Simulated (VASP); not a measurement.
The system is CdS.

```xyz
2
Lattice="0.0000 2.9392 2.9392 2.9301 0.0000 2.9392 2.9301 2.9392 0.0000" Properties=species:S:1:pos:R:3 pbc="T T T"
Cd    0.0000    0.0000    0.0000
S     1.4651    1.4696    1.4696
```

This cell differs from its parent crystal: uniaxial x strain -0.3%.

Base run:

```yaml
Program: VASP 6.6.1
Functional: PBE
Potentials_or_basis: VASP PAW PBE potentials, release 64 (Cd, S)
Cutoff: 520 eV
k_mesh: 8 × 8 × 8
Occupations: fermi-dirac, width 0.02 eV
Spin: no spin polarisation
```

Its results: band gap on the k mesh 1.10 eV, direct; pressure 1.9 GPa.

Task: The run is repeated on the same cell with these changes: functional from PBE to r2SCAN; occupations from fermi-dirac, width 0.02 eV to gaussian, width 0.01 eV. What comes out?

Result: Band gap on the k mesh 1.54 eV, direct; pressure 0.5 GPa.

Caveats: the PAW data sets were made with another functional, which shifts forces and pressure a little (some runs).

